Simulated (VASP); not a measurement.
H, 4 atoms in the cell. The structure is orthorhombic, space group Cmcm (No. 63). Conventional cell: a = 3.297 Å, b = 5.463 Å, c = 6.314 Å, α = 90.00°, β = 90.00°, γ = 90.00°. Within 1.0 Å of H (site symmetry m) lie 1 H at 0.74 Å. 

| Quantity | Value |
| --- | --- |
| Program | VASP 6.6.1 |
| Task | single point |
| Functional | LDA |
| Potentials or basis | VASP PAW LDA potentials, release 64 (H) |
| Cutoff | 520 eV |
| k mesh | 8 × 8 × 4 |
| Occupations | gaussian, width 0.05 eV |
| Spin | no spin polarisation |
| Dipole correction | no |
| Further INCAR settings | ALGO = Normal; EDIFF = 1e-06; NBANDS = 10 |

Potentials or basis: VASP PAW LDA potentials, release 64 (H).

The run is started by

```console
$ cat potpaw_LDA.64/H/POTCAR > POTCAR
$ mpirun -np 1 vasp_std > vasp.out
```

Hardware: 1 thread of Intel(R) Xeon(R) Platinum 8488C (Sapphire Rapids), with other jobs on the host.

Task: How long does it take, and how much memory?

Result: Run time: 18 s on 1 thread of Intel(R) Xeon(R) Platinum 8488C (Sapphire Rapids), on a shared host, peak memory 0.15 GiB. Counts: scf iterations 12, k points 63.
